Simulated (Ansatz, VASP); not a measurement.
## One calculation of Al2O3, two programs

```
CELL_PARAMETERS angstrom
2.21217 1.27720 4.24132
-2.21217 1.27720 4.24132
0.00000 -2.55439 4.24132
ATOMIC_POSITIONS crystal
Al 0.85204 0.85204 0.85204
Al 0.64796 0.64796 0.64796
Al 0.14796 0.14796 0.14796
Al 0.35204 0.35204 0.35204
O 0.05586 0.44414 0.75000
O 0.75000 0.05586 0.44414
O 0.44414 0.75000 0.05586
O 0.94414 0.55586 0.25000
O 0.25000 0.94414 0.55586
O 0.55586 0.25000 0.94414
```

Alike in both runs: task single point; functional PBEsol; k mesh 6 × 6 × 6; occupations gaussian, width 0.05 eV; no spin polarisation.

|  | VASP | Ansatz |
| --- | --- | --- |
| version | VASP 6.6.1 | Ansatz 0.2.0 |
| potentials or method | VASP PAW PBE potentials, release 64 (Al, O), cutoff 520 eV | scalar-relativistic, plane waves, PAW |
| valence electrons in the cell | 48 | 48 |

Ansatz gave:

```
gap on the k mesh at the Fermi level (eV) : 8.19
least direct gap on the mesh (eV)         : 8.19
rms of the force components (eV/Å)        : 0.298
```

Q: Estimate VASP's values.

A: gap on the k mesh at the Fermi level (eV): 8.22; least direct gap on the mesh (eV): 8.22; rms of the force components (eV/Å): 0.296.

VASP's potentials were made for PBE, not for PBEsol, and Ansatz warns of the same on its side. Atom by atom the forces differ by 0.007 eV/Å (rms over components).
